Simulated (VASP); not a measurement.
# AlN (F-43m) in VASP: notebook

Runs on AlN. Level: PBEsol. Tasks: relaxation of cell and atoms.

All numbers are computed with VASP 6.6.1; they aren't measurements. Logs are shortened: lines on timing, memory, paths and dates and some standing lists are left out, and cuts for length are marked.

### 1 The cell of the first run

The structure is cubic, space group F-43m (No. 216). Conventional cell: a = 4.377 Å, b = 4.377 Å, c = 4.377 Å, α = 90.00°, β = 90.00°, γ = 90.00°. Within 2.5 Å of Al (site symmetry -43m) lie 4 N at 1.90 Å. Within 2.5 Å of N (site symmetry -43m) lie 4 Al at 1.90 Å.

### 2 Relaxation of cell and atoms, PBEsol, target pressure 10 GPa, at which the enthalpy is minimised

INCAR

```
SYSTEM = AlN
PREC = Accurate
ENCUT = 600
EDIFF = 1E-7
ISMEAR = 0
SIGMA = 0.01
LREAL = .FALSE.
LASPH = .TRUE.
NELM = 100
ALGO = Normal
ISIF = 3
LWAVE = .FALSE.
LCHARG = .FALSE.
GGA = PS
IBRION = 2
NSW = 100
EDIFFG = -0.002
PSTRESS = 100.0
```

KPOINTS

```
Automatic mesh
0
G
  10 10 10
  0 0 0
```

POSCAR

```
AlN
1.0
    0.0000000000      2.1886811988      2.1886811988
    2.1886811988      0.0000000000      2.1886811988
    2.1886811988      2.1886811988      0.0000000000
Al N
1 1
Direct
    0.0000000000      0.0000000000      0.0000000000
    0.2500000000      0.2500000000      0.2500000000
```

Potentials or basis: VASP PAW PBE potentials, release 64 (Al, N).

Run with:

```
$ cat potpaw_PBE.64/Al/POTCAR potpaw_PBE.64/N/POTCAR > POTCAR
$ mpirun -np 1 vasp_std > vasp.out
```

OUTCAR:

```text
SYSTEM = AlN
   PREC = Accurate
   ENCUT = 600
   EDIFF = 1E-7
   ISMEAR = 0
   LREAL = .FALSE.
   LASPH = .TRUE.
   NELM = 100
   ISIF = 3
   GGA = PS
   IBRION = 2
   NSW = 100
   EDIFFG = -0.002
   PSTRESS = 100.0

 ion  position               nearest neighbor table
   1  0.000  0.000  0.000-   2 1.90   2 1.90   2 1.90   2 1.90
   2  0.250  0.250  0.250-   1 1.90   1 1.90   1 1.90   1 1.90

  LATTYP: Found a face centered cubic cell.
 ALAT       =     4.3773623976

  Lattice vectors:

 A1 = (   0.0000000000,   2.1886811988,   2.1886811988)
 A2 = (   2.1886811988,   0.0000000000,   2.1886811988)
 A3 = (   2.1886811988,   2.1886811988,   0.0000000000)

Analysis of symmetry for initial positions (statically):
=====================================================================
 Subroutine PRICEL returns:
 Original cell was already a primitive cell.

 Routine SETGRP: Setting up the symmetry group for a
 face centered cubic supercell.

 Subroutine GETGRP returns: Found 24 space group operations
 (whereof 24 operations were pure point group operations)
 out of a pool of 48 trial point group operations.

The static configuration has the point symmetry T_d .

Analysis of symmetry for dynamics (positions and initial velocities):
=====================================================================
 Subroutine PRICEL returns:
 Original cell was already a primitive cell.

 Routine SETGRP: Setting up the symmetry group for a
 face centered cubic supercell.

 Subroutine GETGRP returns: Found 24 space group operations
 (whereof 24 operations were pure point group operations)
 out of a pool of 48 trial point group operations.

The dynamic configuration has the point symmetry T_d .

 Subroutine INISYM returns: Found 24 space group operations
 (whereof 24 operations are pure point group operations),
 and found     1 'primitive' translations

----------------------------------------------------------------------------------------

                                     Primitive cell

  volume of cell :      20.9690

  direct lattice vectors                    reciprocal lattice vectors
     0.000000000  2.188681199  2.188681199    -0.228448072  0.228448072  0.228448072
     2.188681199  0.000000000  2.188681199     0.228448072 -0.228448072  0.228448072
     2.188681199  2.188681199  0.000000000     0.228448072  0.228448072 -0.228448072

  length of vectors
     3.095262635  3.095262635  3.095262635     0.395683668  0.395683668  0.395683668

  position of ions in fractional coordinates (direct lattice)
     0.000000000  0.000000000  0.000000000
     0.250000000  0.250000000  0.250000000

  ion indices of the primitive-cell ions
   primitive index   ion index
                 1           1
                 2           2

----------------------------------------------------------------------------------------

 KPOINTS: Automatic mesh

Automatic generation of k-mesh.
 Grid dimensions read from file:
 generate k-points for:   10   10   10

 Generating k-lattice:

  Cartesian coordinates                     Fractional coordinates (reciprocal lattice)
    -0.022844807  0.022844807  0.022844807     0.100000000  0.000000000  0.000000000
     0.022844807 -0.022844807  0.022844807     0.000000000  0.100000000  0.000000000
     0.022844807  0.022844807 -0.022844807     0.000000000  0.000000000  0.100000000

  Length of vectors
     0.039568367  0.039568367  0.039568367

  Shift w.r.t. Gamma in fractional coordinates (k-lattice)
     0.000000000  0.000000000  0.000000000

 Subroutine IBZKPT returns following result:
 ===========================================

 Found     47 irreducible k-points:

 Following reciprocal coordinates:
            Coordinates               Weight
  0.000000  0.000000  0.000000      1.000000
  0.100000  0.000000  0.000000      8.000000
  0.200000  0.000000  0.000000      8.000000
  0.300000  0.000000  0.000000      8.000000
  0.400000  0.000000  0.000000      8.000000
  0.500000  0.000000  0.000000      4.000000
[... 16 lines left out ...]
  0.300000  0.300000  0.000000      6.000000
  0.400000  0.300000  0.000000     24.000000
 [... further k-points ...]
   k-points           NKPTS =     47   k-points in BZ     NKDIM =     47   number of bands    NBANDS=      8
   number of dos      NEDOS =    301   number of ions     NIONS =      2
   total plane-waves  NPLWV =  21952
   dimension x,y,z NGX =    28 NGY =   28 NGZ =   28
   dimension x,y,z NGXF=    56 NGYF=   56 NGZF=   56
   ions per type =               1   1
   NGX,Y,Z   is equivalent  to a cutoff of  15.04, 15.04, 15.04 a.u.
   NGXF,Y,Z  is equivalent  to a cutoff of  30.08, 30.08, 30.08 a.u.
 SYSTEM =  AlN
   PREC   = accura    normal or accurate (medium, high low for compatibility)
   ISTART =      0    job   : 0-new  1-cont  2-samecut
   ICHARG =      2    charge: 1-file 2-atom 10-const
   ISPIN  =      1    spin polarized calculation?
   LNONCOLLINEAR =      F non collinear calculations
   LSORBIT =      F    spin-orbit coupling
   LASPH  =      T    aspherical Exc in radial PAW
   ENCUT  =  600.0 eV  44.10 Ry    6.64 a.u.   6.18  6.18  6.18*2*pi/ulx,y,z
   NELM   =    100;   NELMIN=  2; NELMDL= -5     # of ELM steps
   EDIFF  = 0.1E-06   stopping-criterion for ELM
   LREAL  =      F    real-space projection
   EDIFFG = -.2E-02   stopping-criterion for IOM
   NSW    =    100    number of steps for IOM
   IBRION =      2    ionic relax: 0-MD 1-quasi-New 2-CG
   NFREE  =      1    steps in history (QN), initial steepest desc. (CG)
   ISIF   =      3    stress and relaxation
   ISYM   =      2    0-nonsym 1-usesym 2-fastsym
   POTIM  = 0.5000    time-step for ionic-motion
   TEBEG  =    0.0;   TEEND  =   0.0 temperature during run
   PSTRESS=  100.0 pullay stress
   NELECT =       8.0000    total number of electrons
   NUPDOWN=      -1.0000    fix difference up-down
   EMIN   =  10.00;   EMAX   =-10.00  energy-range for DOS
   EFERMI =   0.00;   METHOD = LEGACY
   ISMEAR =     0;   SIGMA  =   0.01  broadening in eV -4-tet -1-fermi 0-gaus
   EFERMI_NEDOS =   21; number of points for ismear=-14 and -15
   IALGO  =     38    algorithm
   IMIX   =      4    mixing-type and parameters
     AMIX     =   0.40;   BMIX     =  1.00
     AMIX_MAG =   1.60;   BMIX_MAG =  1.00
  volume/ion in A,a.u.               =      10.48        70.75
  Fermi-wavevector in a.u.,A,eV,Ry     =   1.187351  2.243767 19.181514  1.409802
  Thomas-Fermi vector in A             =   2.323504
   LORBIT       =      0    0 simple, 1 ext, 2 COOP (PROOUT), +10 PAW based schemes
   GGA     = PS    functional components
   LHFCALC =     F    Hartree Fock is set to
   AEXX    =    0.0000 exact exchange contribution
   IVDW    =     0    specifies the selected vdW correction
   LEPSILON=     F    determine dielectric tensor
   LRPA    =     F    only Hartree local field effects (RPA)
 conjugate gradient relaxation of ions
 non-spin polarized calculation
 Gauss-broadening in eV      SIGMA  =   0.01
  energy-cutoff  :      600.00
  volume of cell :       20.97
 maximum number of plane-waves:       725
 NGX is ok and might be reduce to    28
   NGX = 13   NGY = 13   NGZ = 13

--------------------------------------- Ionic step        1  -------------------------------------------

 number of electron       7.9999999 magnetization

 Free energy of the ion-electron system (eV)
  ---------------------------------------------------
  ext. energy  EPLUGINS =         0.00000000
  ---------------------------------------------------
  free energy    TOTEN  =       -15.61303237 eV

  energy without entropy =      -15.61303237  energy(sigma->0) =      -15.61303237

------------------------ aborting loop because EDIFF is reached ----------------------------------------

  FORCE on cell =-STRESS in cart. coord.  units (eV):
  Direction    XX          YY          ZZ          XY          YZ          ZX
  --------------------------------------------------------------------------------------
  -------------------------------------------------------------------------------------
  Total       -0.0141266     -0.0141266     -0.0141266      0.0000000      0.0000000     -0.0000000
  in kB       -1.0793712     -1.0793712     -1.0793712      0.0000000      0.0000000     -0.0000000
  external PRESSURE =    -101.0793712 kB  Pullay stress =     100.0000000 kB
[... 175 lines left out ...]
  enthalpy is  TOTEN    =       -14.3350194264 eV   P V=        1.2506471100

--------------------------------------- Ionic step        6  -------------------------------------------

 number of electron       8.0000000 magnetization

 Free energy of the ion-electron system (eV)
  ---------------------------------------------------
  ext. energy  EPLUGINS =         0.00000000
  ---------------------------------------------------
  free energy    TOTEN  =       -15.58513929 eV

  energy without entropy =      -15.58513929  energy(sigma->0) =      -15.58513929

 E-fermi :   6.3885     XC(G=0): -11.3031

 val. band max:        6.2558698350   @ k =   0.0000   0.0000   0.0000
 cond. band min:       9.4606455954   @ k =   0.5000   0.5000   0.0000
 fundamental gap:      3.2047757604
 Fermi energy:         6.3885277052

 k-point     1 :       0.0000    0.0000    0.0000
  band No.  band energies     occupation
      1      -8.9364      2.00000
      2       6.2559      2.00000
      3       6.2559      2.00000
      4       6.2559      2.00000
      5      10.7414      0.00000
      6      19.1166      0.00000
      7      19.1166      0.00000
      8      19.1166      0.00000
[... 243 lines left out ...]
 k-point    24 :       0.4000    0.3000    0.0000
  band No.  band energies     occupation
      1      -6.7888      2.00000
      2       1.9929      2.00000
      3       4.4942      2.00000
      4       4.8079      2.00000
      5      11.1407      0.00000
      6      15.9196      0.00000
      7      18.9195      0.00000
      8      21.1782      0.00000

 [... further k-points ...]

------------------------ aborting loop because EDIFF is reached ----------------------------------------

  FORCE on cell =-STRESS in cart. coord.  units (eV):
  Direction    XX          YY          ZZ          XY          YZ          ZX
  --------------------------------------------------------------------------------------
  -------------------------------------------------------------------------------------
  Total        1.2501544      1.2501544      1.2501544     -0.0000000     -0.0000000     -0.0000000
  in kB      100.0029850    100.0029850    100.0029850     -0.0000000     -0.0000000     -0.0000000
  external PRESSURE =       0.0029850 kB  Pullay stress =     100.0000000 kB
[... 17 lines left out ...]
  FREE ENERGIE OF THE ION-ELECTRON SYSTEM (eV)
  ---------------------------------------------------
  free  energy   TOTEN  =       -15.5851392905 eV

  energy  without entropy=      -15.5851392905  energy(sigma->0) =      -15.58513929

  enthalpy is  TOTEN    =       -14.3350222220 eV   P V=        1.2501170685

 reached required accuracy - stopping structural energy minimisation
```

Run time: 21 s. Hardware: 1 thread of AMD EPYC 9R45 (Zen 5), shared host; peak memory 0.13 GiB.

What came out:

* Free energy: -15.5851 eV
* Relaxed volume: 10.01 Å³/atom
* Relaxed cell: a = 3.048 Å, b = 3.048 Å, c = 3.048 Å, α = 60.00°, β = 60.00°, γ = 60.00°
* Space group after relaxing (to 0.05 Å): F-43m (No. 216)
* Energy change on relaxing (the enthalpy is what falls): +13.9 meV/atom
* Ionic steps: 6
* Pressure after relaxing: 10.0 GPa
* Band gap on the k mesh: 3.20 eV, indirect (least direct gap 4.49 eV)

Step by step:
```
step  energy change (eV)  largest force (eV/Å)  pressure (GPa)  volume (Å³)
   1              0.0000                0.0000           -0.11        20.97
   2              0.1315                0.0000           23.62        19.02
   3              0.0273                0.0000            9.89        20.04
   4              0.0285                0.0000           10.11        20.02
   5              0.0274                0.0000            9.90        20.04
   6              0.0279                0.0000           10.00        20.03
```

Final structure:
```
Al N
1.0
     0.00000    2.15548    2.15548
     2.15548    0.00000    2.15548
     2.15548    2.15548    0.00000
Al N
1 1
Direct
  0.00000 0.00000 0.00000
  0.25000 0.25000 0.25000
```

Levels at points of the mesh, in eV from the valence-band top:
```
           k point  band 1  band 2  band 3  band 4  band 5  band 6  band 7  band 8
(0.00, 0.00, 0.00)  -15.19    0.00    0.00    0.00    4.49   12.86   12.86   12.86
(0.50, 0.00, 0.00)  -12.99   -6.08   -0.49   -0.49    7.64   10.04   11.28   11.28
(0.50, 0.50, 0.00)  -12.30   -5.07   -1.83   -1.83    3.20    8.72   14.42   16.12
```

Caveat: the cell is relaxed towards a set pressure, so the enthalpy falls and the energy may rise; the PAW data sets were made with another functional, which shifts forces and pressure a little. As with any semilocal functional, this PBEsol gap is likely too small.

(Part 1 of 2 ends here.)
